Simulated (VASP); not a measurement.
# Ru (Fd-3m) in VASP: relaxation of cell and atoms with PBE

Aim: the relaxation of cell and atoms of Ru with PBE.

Everything below comes from runs of VASP 6.6.1. Logs are shortened: lines on timing, memory, paths and dates and some standing lists are left out, and cuts for length are marked.

## Step 1: The cell of the first run

It takes space group Fd-3m (No. 227, cubic). The conventional cell has a = 4.624 Å, b = 4.624 Å, c = 4.624 Å, α = 90.00°, β = 90.00°, γ = 90.00°. Within 2.7 Å of Ru (site symmetry -43m) lie 4 Ru at 2.00 Å.

This isn't the form of Ru at room conditions, which is hcp.

## Step 2: Relaxation of cell and atoms, PBE, target pressure 250 GPa, at which the enthalpy is minimised

Input file INCAR:

```
  PREC = Accurate
  ENCUT = 600
  EDIFF = 1E-6
  ISMEAR = -1
  SIGMA = 0.05
  LREAL = F
  LASPH = T
  NELM = 100
  ALGO = Normal
  ISIF = 3
  LWAVE = F
  LCHARG = F
  GGA = PE
  IBRION = 2
  NSW = 32
  EDIFFG = -0.005
  PSTRESS = 2500.0
```

Input file KPOINTS:

```
Automatic mesh
0
Gamma
  15 15 15
```

Input file POSCAR:

```
Ru
1.0
    0.0000000000      2.3121864014      2.3121864014
    2.3121864014      0.0000000000      2.3121864014
    2.3121864014      2.3121864014      0.0000000000
Ru
2
Direct
   -0.1250000000     -0.1250000000     -0.1250000000
    0.1250000000      0.1250000000      0.1250000000
```

Potentials or basis: VASP PAW PBE potentials, release 64 (Ru_pv).

Started as:

```
$ cat potpaw_PBE.64/Ru_pv/POTCAR > POTCAR
$ mpirun -np 1 vasp_std > vasp.out
```

OUTCAR:

```text
PREC = Accurate
   ENCUT = 600
   EDIFF = 1E-6
   ISMEAR = -1
   LREAL = F
   LASPH = T
   NELM = 100
   ISIF = 3
   GGA = PE
   IBRION = 2
   NSW = 32
   EDIFFG = -0.005
   PSTRESS = 2500.0

 ion  position               nearest neighbor table
   1  0.875  0.875  0.875-   2 2.00   2 2.00   2 2.00   2 2.00
   2  0.125  0.125  0.125-   1 2.00   1 2.00   1 2.00   1 2.00

  LATTYP: Found a face centered cubic cell.
 ALAT       =     4.6243728028

  Lattice vectors:

 A1 = (   0.0000000000,   2.3121864014,   2.3121864014)
 A2 = (   2.3121864014,   0.0000000000,   2.3121864014)
 A3 = (   2.3121864014,   2.3121864014,   0.0000000000)

Analysis of symmetry for initial positions (statically):
=====================================================================
 Subroutine PRICEL returns:
 Original cell was already a primitive cell.

 Routine SETGRP: Setting up the symmetry group for a
 face centered cubic supercell.

 Subroutine GETGRP returns: Found 48 space group operations
 (whereof 12 operations were pure point group operations)
 out of a pool of 48 trial point group operations.

The static configuration has the point symmetry D_3d.
 The point group associated with its full space group is O_h .

Analysis of symmetry for dynamics (positions and initial velocities):
=====================================================================
 Subroutine PRICEL returns:
 Original cell was already a primitive cell.

 Routine SETGRP: Setting up the symmetry group for a
 face centered cubic supercell.

 Subroutine GETGRP returns: Found 48 space group operations
 (whereof 12 operations were pure point group operations)
 out of a pool of 48 trial point group operations.

The dynamic configuration has the point symmetry D_3d.
 The point group associated with its full space group is O_h .

 Subroutine INISYM returns: Found 48 space group operations
 (whereof 12 operations are pure point group operations),
 and found     1 'primitive' translations

----------------------------------------------------------------------------------------

                                     Primitive cell

  volume of cell :      24.7228

  direct lattice vectors                    reciprocal lattice vectors
     0.000000000  2.312186401  2.312186401    -0.216245541  0.216245541  0.216245541
     2.312186401  0.000000000  2.312186401     0.216245541 -0.216245541  0.216245541
     2.312186401  2.312186401  0.000000000     0.216245541  0.216245541 -0.216245541

[... 90 lines left out ...]
   ISYM   =      2    0-nonsym 1-usesym 2-fastsym
   POTIM  = 0.5000    time-step for ionic-motion
   TEBEG  =    0.0;   TEEND  =   0.0 temperature during run
   PSTRESS= 2500.0 pullay stress
   NELECT =      28.0000    total number of electrons
   NUPDOWN=      -1.0000    fix difference up-down
   EMIN   =  10.00;   EMAX   =-10.00  energy-range for DOS
   EFERMI =   0.00;   METHOD = LEGACY
   ISMEAR =    -1;   SIGMA  =   0.05  broadening in eV -4-tet -1-fermi 0-gaus
   EFERMI_NEDOS =   21; number of points for ismear=-14 and -15
   IALGO  =     38    algorithm
   IMIX   =      4    mixing-type and parameters
     AMIX     =   0.40;   BMIX     =  1.00
     AMIX_MAG =   1.60;   BMIX_MAG =  1.00
  volume/ion in A,a.u.               =      12.36        83.42
  Fermi-wavevector in a.u.,A,eV,Ry     =   1.706454  3.224731 39.619979  2.911986
  Thomas-Fermi vector in A             =   2.785488
   LORBIT       =      0    0 simple, 1 ext, 2 COOP (PROOUT), +10 PAW based schemes
   GGA     = PE    functional components
   LHFCALC =     F    Hartree Fock is set to
   AEXX    =    0.0000 exact exchange contribution
   IVDW    =     0    specifies the selected vdW correction
   LEPSILON=     F    determine dielectric tensor
   LRPA    =     F    only Hartree local field effects (RPA)
 conjugate gradient relaxation of ions
 non-spin polarized calculation
  energy-cutoff  :      600.00
  volume of cell :       24.72
 maximum number of plane-waves:       869
 NGX is ok and might be reduce to    28
   NGX = 13   NGY = 13   NGZ = 13

--------------------------------------- Ionic step        1  -------------------------------------------

 number of electron      28.0000002 magnetization

 Free energy of the ion-electron system (eV)
  ---------------------------------------------------
  ext. energy  EPLUGINS =         0.00000000
  ---------------------------------------------------
  free energy    TOTEN  =        -7.98293540 eV

  energy without entropy =       -7.97302464  energy(sigma->0) =       -7.97798002

------------------------ aborting loop because EDIFF is reached ----------------------------------------

  FORCE on cell =-STRESS in cart. coord.  units (eV):
  Direction    XX          YY          ZZ          XY          YZ          ZX
  --------------------------------------------------------------------------------------
  -------------------------------------------------------------------------------------
  Total       39.7163936     39.7163936     39.7163936     -0.0000000      0.0000000      0.0000000
  in kB     2573.8418870   2573.8418870   2573.8418870     -0.0000000      0.0000000      0.0000000
  external PRESSURE =      73.8418870 kB  Pullay stress =    2500.0000000 kB
[... 139 lines left out ...]
--------------------------------------- Ionic step        5  -------------------------------------------

 number of electron      28.0000001 magnetization

 Free energy of the ion-electron system (eV)
  ---------------------------------------------------
  ext. energy  EPLUGINS =         0.00000000
  ---------------------------------------------------
  free energy    TOTEN  =        -8.26006231 eV

  energy without entropy =       -8.25010397  energy(sigma->0) =       -8.25508314

 E-fermi :  14.8947     XC(G=0): -14.1764

 val. band max:       14.8710713316   @ k =  -0.2667   0.0667   0.0000
 cond. band min:      14.8965909289   @ k =  -0.1333   0.2000   0.0667
 fundamental gap:      0.0255195973
 Fermi energy:        14.8946941888

 k-point     1 :       0.0000    0.0000    0.0000
  band No.  band energies     occupation
      1     -30.4939      2.00000
      2     -30.4939      2.00000
      3     -30.4939      2.00000
      4     -27.5694      2.00000
      5     -27.5694      2.00000
      6     -27.5694      2.00000
[... 481 lines left out ...]
      5     -27.2983      2.00000
      6     -27.2977      2.00000
[... 10 lines left out ...]
     17      19.2271      0.00000
     18      25.5727      0.00000

 [... further k-points ...]

------------------------ aborting loop because EDIFF is reached ----------------------------------------

  FORCE on cell =-STRESS in cart. coord.  units (eV):
  Direction    XX          YY          ZZ          XY          YZ          ZX
  --------------------------------------------------------------------------------------
  -------------------------------------------------------------------------------------
  Total       38.8406463     38.8406463     38.8406463     -0.0000000      0.0000000     -0.0000000
  in kB     2499.3904579   2499.3904579   2499.3904579     -0.0000000      0.0000000     -0.0000000
  external PRESSURE =      -0.6095421 kB  Pullay stress =    2500.0000000 kB
[... 21 lines left out ...]
  energy  without entropy=       -8.2501039678  energy(sigma->0) =       -8.25508314

  enthalpy is  TOTEN    =        30.5900562841 eV   P V=       38.8501185929

 reached required accuracy - stopping structural energy minimisation
```

OSZICAR:

```text
N       E                     dE             d eps       ncg     rms          rms(c)
DAV:   1     0.329933335147E+03    0.32993E+03   -0.19653E+04  4320   0.196E+03
DAV:   2    -0.444756596304E+00   -0.33038E+03   -0.32381E+03  4450   0.539E+02
DAV:   3    -0.821442900496E+01   -0.77697E+01   -0.76424E+01  4780   0.891E+01
DAV:   4    -0.828983464075E+01   -0.75406E-01   -0.75309E-01  5216   0.788E+00
[... 32 lines left out ...]
DAV:   5    -0.825469365907E+01    0.68981E-07   -0.10778E-07  2402   0.354E-03
   4 F= 0.30590056E+02 E0= 0.30595035E+02  d E =-.396366E-02
       N       E                     dE             d eps       ncg     rms          rms(c)
DAV:   1    -0.826006957620E+01   -0.53758E-02   -0.17457E-04  4496   0.169E-01    0.406E-02
DAV:   2    -0.826006285321E+01    0.67230E-05   -0.21580E-05  4504   0.485E-02    0.105E-02
DAV:   3    -0.826006230883E+01    0.54437E-06   -0.19342E-06  3148   0.132E-02
   5 F= 0.30590056E+02 E0= 0.30595035E+02  d E =-.396380E-02
```

Run time: 2.3 min. Hardware: 1 thread of Intel Xeon 8259CL, shared host; peak memory 0.21 GiB.

What came out:

| Property | Result |
| --- | --- |
| Free energy | -8.2601 eV |
| Relaxed volume | 12.45 Å³/atom |
| Relaxed cell | a = 3.278 Å, b = 3.278 Å, c = 3.278 Å, α = 60.00°, β = 60.00°, γ = 60.00° |
| Space group after relaxing (to 0.1 Å) | Fd-3m (No. 227) |
| Energy change on relaxing (the run minimises the enthalpy) | -138.6 meV/atom |
| Ionic steps | 5 |
| Pressure after relaxing | 249.9 GPa |
| Band gap on the k mesh | zero (bands 14 and 15 overlap by 1.48 eV) |

Step by step:
| step | energy change (eV) | largest force (eV/Å) | pressure (GPa) | volume (Å³) |
| --- | --- | --- | --- | --- |
| 1 | 0.0000 | 0.0000 | 257.38 | 24.72 |
| 2 | -2.8335 | 0.0000 | 180.16 | 26.82 |
| 3 | -0.2862 | 0.0000 | 249.60 | 24.90 |
| 4 | -0.2718 | 0.0000 | 250.07 | 24.89 |
| 5 | -0.2771 | 0.0000 | 249.94 | 24.90 |

Final structure:
```
CELL_PARAMETERS angstrom
0.00000 2.31763 2.31763
2.31763 0.00000 2.31763
2.31763 2.31763 0.00000
ATOMIC_POSITIONS crystal
Ru 0.87500 0.87500 0.87500
Ru 0.12500 0.12500 0.12500
```

Levels at points of the mesh, in eV from the Fermi level:
```
           k point  band 11  band 12  band 13  band 14  band 15  band 16  band 17  band 18
(0.00, 0.00, 0.00)    -5.11    -5.11    -0.54    -0.54    -0.54     3.91     3.91    10.66
```

Caveat: the cell is relaxed towards a set pressure, so the run minimises the enthalpy, not the energy; atoms lie so close that the PAW spheres overlap strongly, which falsifies energies and pressures.

The gap in the log of VASP goes by the Fermi energy; the results here count the filled bands.